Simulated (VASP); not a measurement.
Set up this calculation in VASP 6.6.1, as the native input.

| Item | Value |
| --- | --- |
| Task | electric field gradients |
| Functional | LDA |
| Potentials or basis | VASP PAW LDA potentials, release 64 (B, P) |
| Cutoff | 420 eV |
| k mesh | 15 × 15 × 15 |
| Occupations | fermi-dirac, width 0.05 eV |
| Spin | no spin polarisation |
| Dipole correction | no |
| Further INCAR settings | ALGO = Normal; EDIFF = 1e-08; NBANDS = 11 |

The structure of BP lies in POSCAR:

```
BP
1.0
    0.0000000000      2.2690000000      2.3370700000
    2.2690000000      0.0000000000      2.3370700000
    2.2690000000      2.2690000000      0.0000000000
B P
1 1
Direct
    0.0000000000      0.0000000000      0.0000000000
    0.7500000000      0.7500000000      0.7500000000
```

This cell differs from its parent crystal: zz strain of +3 %.

These files were run (other wordings do the same):

INCAR

```
ALGO = Normal ; EDIFF = 1E-8
ENCUT = 420 ; GGA_COMPAT = False
ISIF = 2 ; ISMEAR = -1
LASPH = True ; LCHARG = False
LEFG = True ; LREAL = False
LWAVE = False ; NBANDS = 11
NELM = 120 ; PREC = Accurate
SIGMA = 0.05
```

KPOINTS

```
k-points
0
Gamma
  15 15 15
```

Potentials or basis: VASP PAW LDA potentials, release 64 (B, P).

Command:

```console
$ cat potpaw_LDA.64/B/POTCAR potpaw_LDA.64/P/POTCAR > POTCAR
$ mpirun -np 1 vasp_std > vasp.out
```

Results of the run:

The pressure is -9.6 GPa. The band gap on the k mesh is 1.00 eV (least direct gap 3.19 eV) and the largest electric field gradient by atom is B +0.2; P +1.7 V/Å².

Caveat: the cell differs from its parent crystal (zz strain of +3 %); the cell stands under tension; without QUAD_EFG the Cq values of the log hold for a quadrupole moment of 1 mb, not for the nuclei; an odd mesh through Γ misses points on the zone boundary, where band edges can lie.

Run time: 30 s on 1 thread of Intel(R) Xeon(R) Platinum 8488C (Sapphire Rapids), with other jobs on the host, peak memory 0.16 GiB.
